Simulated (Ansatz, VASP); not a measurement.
# KCd2P2 in VASP and in Ansatz

```xyz
5
Lattice="-2.2025 2.2025 6.0701 2.2025 -2.2025 6.0701 2.2025 2.2025 -6.0701" Properties=species:S:1:pos:R:3 pbc="T T T"
K     0.0000    0.0000    0.0000
Cd    2.2025    0.0000    3.0350
Cd    0.0000    2.2025    3.0350
P     0.0000    0.0000    7.8078
P     0.0000    0.0000    4.3323
```

Change from the starting cell: species swapped into the BaCu2As2 type (I4/mmm, No. 139).

Alike in both runs: task single point; functional PBE; k mesh 6 × 6 × 6; occupations gaussian, width 0.1 eV; no spin polarisation.

|  | VASP | Ansatz |
| --- | --- | --- |
| version | VASP 6.6.1 | Ansatz 0.2.0 |
| potentials or method | VASP PAW PBE potentials, release 64 (K_sv, Cd, P), cutoff 500 eV | scalar-relativistic, plane waves, PAW |
| valence electrons in the cell | 43 | 59 |

Ansatz gave:

- gap on the k mesh at the Fermi level (eV): none
- pressure (GPa): 6.6
- traceless stress, the component that is largest in VASP (GPa): -0.04
- rms of the force components (eV/Å): 0.608

Q: Which values does VASP return?

A: gap on the k mesh at the Fermi level (eV): none; pressure (GPa): 6.9; traceless stress, the component that is largest in VASP (GPa): -0.07; rms of the force components (eV/Å): 0.631.

Atom by atom the forces differ by 0.023 eV/Å (rms over components). A gap of «none» marks a metal or a gap that the smearing closes. VASP's potentials hold 43 valence electrons a cell and Ansatz's 59, so a difference there can come from the potentials and not from the codes.
